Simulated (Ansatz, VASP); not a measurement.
**Two plane-wave programs on BN**

```
CELL_PARAMETERS angstrom
2.31619 0.00000 0.00000
-1.15810 2.00588 0.00000
0.00000 0.00000 6.66120
ATOMIC_POSITIONS crystal
B 0.33333 0.66667 0.25000
B 0.66667 0.33333 0.75000
N 0.33333 0.66667 0.75000
N 0.66667 0.33333 0.25000
```

Change from the starting cell: strain -0.0750 x Voigt [1, 1, 0, 0, 0, 0], atoms carried along.

Alike in both runs: task single point; functional PBE; k mesh 12 × 12 × 4; occupations gaussian, width 0.05 eV; no spin polarisation.

```csv
,VASP,Ansatz
version,VASP 6.6.1,Ansatz 0.2.0
potentials or method,"VASP PAW PBE potentials, release 64 (B, N), cutoff 520 eV","scalar-relativistic, plane waves, PAW"
valence electrons in the cell,16,16
```

Ansatz gave:

```
gap on the k mesh at the Fermi level (eV)                     : 4.65
least direct gap on the mesh (eV)                             : 5.23
pressure (GPa)                                                : 82.4
traceless stress, the component that is largest in VASP (GPa) : -79.13
```

Task: Estimate VASP's values.

Result: gap on the k mesh at the Fermi level (eV): 4.63; least direct gap on the mesh (eV): 5.23; pressure (GPa): 82.5; traceless stress, the component that is largest in VASP (GPa): -79.47.

Both programs put the cell under a high pressure, so it lies far from rest at this level. With one functional, cell and mesh, what is left measures potentials, basis and numerics.

Noted on VASP's run: the cell as given lies far from equilibrium.
